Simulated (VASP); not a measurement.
The system is MnO.

```
CELL_PARAMETERS angstrom
0.00000 2.22200 2.22200
2.22200 0.00000 2.22200
2.22200 2.22200 0.00000
ATOMIC_POSITIONS crystal
Mn 0.00000 0.00000 0.00000
O 0.50000 0.50000 0.50000
```

Program: VASP 6.6.1. Alike in all runs: task single point; potentials or basis VASP PAW PBE potentials, release 64 (Mn_pv, O); cell as given; k mesh 10 × 10 × 10; cutoff (eV) 520; smearing fermi-dirac 0.05 eV.

**Question.** Order these runs on this cell by their pressure, lowest first.
A. level PBE; spin off
B. level PBE+U; spin collinear, ferromagnetic start; U Mn d U = 8.0 eV
C. level PBE; spin collinear, ferromagnetic start

**Answer.** A (-33.5 GPa), C (0.6 GPa), B (10.0 GPa).

Caveats: a cell with one magnetic atom can't hold antiferromagnetic order, which such compounds often take (at least some runs); the cell stands under pressure (at least some runs); the cell stands under tension (at least some runs); an odd number of electrons without spin polarisation forces a metal (at least some runs); a magnetic or distorted state may lie lower (at least some runs).
